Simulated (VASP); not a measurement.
# Na4Au (I422) in VASP: single point with PBE

Aim: the single point of Na4Au with PBE.

Program: VASP 6.6.1. These are calculated values, not measurements. Logs are shortened: lines on timing, memory, paths and dates and some standing lists are left out, and cuts for length are marked.

### Step 1. The cell of the first run

The structure is tetragonal, space group I422 (No. 97). The conventional cell has a = 7.004 Å, b = 7.004 Å, c = 6.415 Å, α = 90.00°, β = 90.00°, γ = 90.00°. Na (site symmetry 2) has 2 Au at 3.04 Å and 7 Na at 3.51 to 3.64 Å within 4.0 Å. Within 4.0 Å of Au (site symmetry 422) lie 8 Na at 3.04 Å.

### Step 2. Single point, PBE

File INCAR:

```
PREC = Accurate
ENCUT = 520
EDIFF = 1E-6
ISMEAR = 0
SIGMA = 0.1
LREAL = F
LASPH = T
NELM = 60
ALGO = Normal
ISIF = 2
LWAVE = F
LCHARG = F
GGA = PE
NBANDS = 28
```

File KPOINTS:

```
Automatic mesh
0
Gamma
  4 4 4
```

File POSCAR:

```
Na4Au
1.0
   -3.5019721000      3.5019721000      3.2075517000
    3.5019721000     -3.5019721000      3.2075517000
    3.5019721000      3.5019721000     -3.2075517000
Na Au
4 1
Direct
    0.9278730000      0.0721270000      0.5000000000
    0.4278730000      0.9278730000      0.8557460000
    0.0721270000      0.5721270000      0.1442540000
    0.5721270000      0.4278730000      0.5000000000
    0.0000000000      0.0000000000      0.0000000000
```

Potentials or basis: VASP PAW PBE potentials, release 64 (Na_pv, Au).

On the command line:

```console
cat potpaw_PBE.64/Na_pv/POTCAR potpaw_PBE.64/Au/POTCAR > POTCAR
mpirun -np 1 vasp_std > vasp.out
```

OUTCAR:

```text
PREC = Accurate
   ENCUT = 520
   EDIFF = 1E-6
   ISMEAR = 0
   LREAL = F
   LASPH = T
   NELM = 60
   ISIF = 2
   GGA = PE

 ion  position               nearest neighbor table
   1  0.928  0.072  0.500-   5 3.04   5 3.04
   2  0.428  0.928  0.856-   5 3.04   5 3.04
   3  0.072  0.572  0.144-   5 3.04   5 3.04
   4  0.572  0.428  0.500-   5 3.04   5 3.04
   5  0.000  0.000  0.000-   2 3.04   3 3.04   4 3.04   1 3.04   1 3.04   4 3.04   3 3.04   2 3.04

  LATTYP: Found a body centered tetragonal cell.
 ALAT       =     7.0039442000
 C/A-ratio  =     0.9159272571

  Lattice vectors:

 A1 = (  -3.5019721000,   3.5019721000,   3.2075517000)
 A2 = (   3.5019721000,  -3.5019721000,   3.2075517000)
 A3 = (   3.5019721000,   3.5019721000,  -3.2075517000)

Analysis of symmetry for initial positions (statically):
=====================================================================
 Subroutine PRICEL returns:
 Original cell was already a primitive cell.

 Routine SETGRP: Setting up the symmetry group for a
 body centered tetragonal supercell.

 Subroutine GETGRP returns: Found  8 space group operations
 (whereof  8 operations were pure point group operations)
 out of a pool of 16 trial point group operations.

The static configuration has the point symmetry D_4 .

Analysis of symmetry for dynamics (positions and initial velocities):
=====================================================================
 Subroutine PRICEL returns:
 Original cell was already a primitive cell.

 Routine SETGRP: Setting up the symmetry group for a
 body centered tetragonal supercell.

 Subroutine GETGRP returns: Found  8 space group operations
 (whereof  8 operations were pure point group operations)
 out of a pool of 16 trial point group operations.

The dynamic configuration has the point symmetry D_4 .

 Subroutine INISYM returns: Found  8 space group operations
 (whereof  8 operations are pure point group operations),
 and found     1 'primitive' translations

----------------------------------------------------------------------------------------

                                     Primitive cell

  volume of cell :     157.3472

  direct lattice vectors                    reciprocal lattice vectors
    -3.501972100  3.501972100  3.207551700     0.000000000  0.142776694  0.155882133
     3.501972100 -3.501972100  3.207551700     0.142776694  0.000000000  0.155882133
     3.501972100  3.501972100 -3.207551700     0.142776694  0.142776694  0.000000000

  length of vectors
     5.900508884  5.900508884  5.900508884     0.211386905  0.211386905  0.201916737

  position of ions in fractional coordinates (direct lattice)
     0.927873000  0.072127000  0.500000000
     0.427873000  0.927873000  0.855746000
     0.072127000  0.572127000  0.144254000
     0.572127000  0.427873000  0.500000000
     0.000000000  0.000000000  0.000000000

  ion indices of the primitive-cell ions
   primitive index   ion index
                 1           1
                 2           2
                 3           3
                 4           4
                 5           5

----------------------------------------------------------------------------------------

 KPOINTS: Automatic mesh

Automatic generation of k-mesh.
 Grid dimensions read from file:
 generate k-points for:    4    4    4

 Generating k-lattice:

  Cartesian coordinates                     Fractional coordinates (reciprocal lattice)
     0.000000000  0.035694174  0.038970533     0.250000000  0.000000000  0.000000000
     0.035694174  0.000000000  0.038970533     0.000000000  0.250000000  0.000000000
     0.035694174  0.035694174  0.000000000     0.000000000  0.000000000  0.250000000

  Length of vectors
     0.052846726  0.052846726  0.050479184

  Shift w.r.t. Gamma in fractional coordinates (k-lattice)
     0.000000000  0.000000000  0.000000000

 Subroutine IBZKPT returns following result:
 ===========================================

 Found     13 irreducible k-points:

 Following reciprocal coordinates:
            Coordinates               Weight
  0.000000  0.000000  0.000000      1.000000
  0.250000 -0.000000  0.000000      8.000000
  0.500000 -0.000000  0.000000      4.000000
  0.250000  0.250000  0.000000      8.000000
  0.500000  0.250000  0.000000     16.000000
 -0.250000  0.250000  0.000000      4.000000
  0.500000  0.500000  0.000000      2.000000
  0.250000  0.250000  0.250000      2.000000
 -0.250000  0.250000  0.250000      4.000000
  0.500000  0.500000  0.250000      4.000000
 -0.250000  0.500000  0.250000      8.000000
 -0.250000 -0.250000  0.250000      2.000000
  0.500000  0.500000  0.500000      1.000000
   k-points           NKPTS =     13   k-points in BZ     NKDIM =     13   number of bands    NBANDS=     28
   number of dos      NEDOS =    301   number of ions     NIONS =      5
   total plane-waves  NPLWV = 110592
   dimension x,y,z NGX =    48 NGY =   48 NGZ =   48
   dimension x,y,z NGXF=    96 NGYF=   96 NGZF=   96
   ions per type =               4   1
   NGX,Y,Z   is equivalent  to a cutoff of  13.52, 13.52, 13.52 a.u.
   NGXF,Y,Z  is equivalent  to a cutoff of  27.05, 27.05, 27.05 a.u.
 SYSTEM =  unknown system
   PREC   = accura    normal or accurate (medium, high low for compatibility)
   ISTART =      0    job   : 0-new  1-cont  2-samecut
   ICHARG =      2    charge: 1-file 2-atom 10-const
   ISPIN  =      1    spin polarized calculation?
   LNONCOLLINEAR =      F non collinear calculations
   LSORBIT =      F    spin-orbit coupling
   LASPH  =      T    aspherical Exc in radial PAW
   ENCUT  =  520.0 eV  38.22 Ry    6.18 a.u.  10.97 10.97 10.97*2*pi/ulx,y,z
   NELM   =     60;   NELMIN=  2; NELMDL= -5     # of ELM steps
   EDIFF  = 0.1E-05   stopping-criterion for ELM
   LREAL  =      F    real-space projection
   EDIFFG = 0.1E-04   stopping-criterion for IOM
   NSW    =      0    number of steps for IOM
   IBRION =     -1    ionic relax: 0-MD 1-quasi-New 2-CG
   NFREE  =      0    steps in history (QN), initial steepest desc. (CG)
   ISIF   =      2    stress and relaxation
   ISYM   =      2    0-nonsym 1-usesym 2-fastsym
   POTIM  = 0.5000    time-step for ionic-motion
   TEBEG  =    0.0;   TEEND  =   0.0 temperature during run
   PSTRESS=    0.0 pullay stress
   NELECT =      39.0000    total number of electrons
   NUPDOWN=      -1.0000    fix difference up-down
   EMIN   =  10.00;   EMAX   =-10.00  energy-range for DOS
   EFERMI =   0.00;   METHOD = LEGACY
   ISMEAR =     0;   SIGMA  =   0.10  broadening in eV -4-tet -1-fermi 0-gaus
   EFERMI_NEDOS =   21; number of points for ismear=-14 and -15
   IALGO  =     38    algorithm
   IMIX   =      4    mixing-type and parameters
     AMIX     =   0.40;   BMIX     =  1.00
     AMIX_MAG =   1.60;   BMIX_MAG =  1.00
  volume/ion in A,a.u.               =      31.47       212.37
  Fermi-wavevector in a.u.,A,eV,Ry     =   1.028356  1.943310 14.388371  1.057515
  Thomas-Fermi vector in A             =   2.162348
   LORBIT       =      0    0 simple, 1 ext, 2 COOP (PROOUT), +10 PAW based schemes
   GGA     = PE    functional components
   LHFCALC =     F    Hartree Fock is set to
   AEXX    =    0.0000 exact exchange contribution
   IVDW    =     0    specifies the selected vdW correction
   LEPSILON=     F    determine dielectric tensor
   LRPA    =     F    only Hartree local field effects (RPA)
 non-spin polarized calculation
 Gauss-broadening in eV      SIGMA  =   0.10
  energy-cutoff  :      520.00
  volume of cell :      157.35
 maximum number of plane-waves:      4248
 NGX is ok and might be reduce to    48
   NGX = 21   NGY = 21   NGZ = 21

 number of electron      38.9999975 magnetization

 Free energy of the ion-electron system (eV)
  ---------------------------------------------------
  ext. energy  EPLUGINS =         0.00000000
  ---------------------------------------------------
  free energy    TOTEN  =        -9.24454597 eV

  energy without entropy =       -9.23411769  energy(sigma->0) =       -9.23933183

 E-fermi :   1.1139     XC(G=0):  -7.2662

 val. band max:        0.9574822206   @ k =   0.5000   0.2500   0.0000
 cond. band min:       1.1201041636   @ k =  -0.2500   0.5000   0.2500
 fundamental gap:      0.1626219430
 Fermi energy:         1.1139360233

 k-point     1 :       0.0000    0.0000    0.0000
  band No.  band energies     occupation
      1     -23.4527      2.00000
      2     -23.4431      2.00000
      3     -23.4431      2.00000
      4     -23.4333      2.00000
      5     -23.4247      2.00000
      6     -23.4247      2.00000
[... 20 lines left out ...]
     27       4.9297      0.00000
     28       5.8861      0.00000

 k-point     2 :       0.2500   -0.0000    0.0000
  band No.  band energies     occupation
      1     -23.4521      2.00000
      2     -23.4456      2.00000
      3     -23.4370      2.00000
      4     -23.4352      2.00000
      5     -23.4286      2.00000
      6     -23.4232      2.00000
[... 20 lines left out ...]
     27       6.2580      0.00000
     28       6.8805      0.00000

 k-point     3 :       0.5000   -0.0000    0.0000
  band No.  band energies     occupation
      1     -23.4505      2.00000
      2     -23.4470      2.00000
      3     -23.4358      2.00000
      4     -23.4343      2.00000
      5     -23.4271      2.00000
      6     -23.4242      2.00000
[... 20 lines left out ...]
     27       7.0309      0.00000
     28       7.7786      0.00000

 k-point     4 :       0.2500    0.2500    0.0000
  band No.  band energies     occupation
      1     -23.4521      2.00000
      2     -23.4436      2.00000
      3     -23.4365      2.00000
      4     -23.4339      2.00000
      5     -23.4284      2.00000
      6     -23.4255      2.00000
[... 237 lines left out ...]
     27       7.9092      0.00000
     28       8.1828      0.00000

 k-point    12 :      -0.2500   -0.2500    0.2500
  band No.  band energies     occupation
      1     -23.4560      2.00000
      2     -23.4418      2.00000
      3     -23.4381      2.00000
      4     -23.4289      2.00000
      5     -23.4289      2.00000
      6     -23.4277      2.00000
[... 20 lines left out ...]
     27       5.9692      0.00000
     28       8.6452      0.00000

 k-point    13 :       0.5000    0.5000    0.5000
  band No.  band energies     occupation
      1     -23.4532      2.00000
      2     -23.4510      2.00000
      3     -23.4348      2.00000
      4     -23.4312      2.00000
      5     -23.4312      2.00000
      6     -23.4271      2.00000
[... 20 lines left out ...]
     27       7.2205      0.00000
     28       7.6864      0.00000

------------------------ aborting loop because EDIFF is reached ----------------------------------------

  FORCE on cell =-STRESS in cart. coord.  units (eV):
  Direction    XX          YY          ZZ          XY          YZ          ZX
  --------------------------------------------------------------------------------------
  -------------------------------------------------------------------------------------
  Total       -0.1487172     -0.1487172      0.1878505      0.0000000     -0.0000000      0.0000000
  in kB       -1.5143027     -1.5143027      1.9127753      0.0000000     -0.0000000      0.0000000
  external PRESSURE =      -0.3719433 kB  Pullay stress =       0.0000000 kB

 VOLUME and BASIS-vectors are now :
 -----------------------------------------------------------------------------
  energy-cutoff  :      520.00
  volume of cell :      157.35
      direct lattice vectors                 reciprocal lattice vectors
    -3.501972100  3.501972100  3.207551700     0.000000000  0.142776694  0.155882133
     3.501972100 -3.501972100  3.207551700     0.142776694  0.000000000  0.155882133
     3.501972100  3.501972100 -3.207551700     0.142776694  0.142776694  0.000000000

 POSITION                                       TOTAL-FORCE (eV/Angst)
 -----------------------------------------------------------------------------------
     -1.24581      4.74778      1.60378        -0.000341      0.000341      0.000000
      4.74778      1.24581      1.60378         0.000341      0.000341     -0.000000
      2.25616     -1.24581      1.60378        -0.000341     -0.000341      0.000000
      1.24581      2.25616      1.60378         0.000341     -0.000341      0.000000
      0.00000      0.00000      0.00000        -0.000000     -0.000000      0.000000
 -----------------------------------------------------------------------------------
    total drift:                               -0.000000      0.000000      0.000000

  FREE ENERGIE OF THE ION-ELECTRON SYSTEM (eV)
  ---------------------------------------------------
  free  energy   TOTEN  =        -9.2445459698 eV

  energy  without entropy=       -9.2341176942  energy(sigma->0) =       -9.23933183
```

Run time: 38 s. Hardware: 1 thread of Intel Xeon 6975P-C (Granite Rapids), shared host; peak memory 0.32 GiB.

Results:

```
Free energy : -9.2445 eV
Pressure    : 0.0 GPa
```

Stress tensor (GPa, compression positive):
```
-0.15  0.00  0.00
 0.00 -0.15  0.00
 0.00  0.00  0.19
```

Caveat: spin-orbit coupling is left out, which moves the levels of the heavy elements.
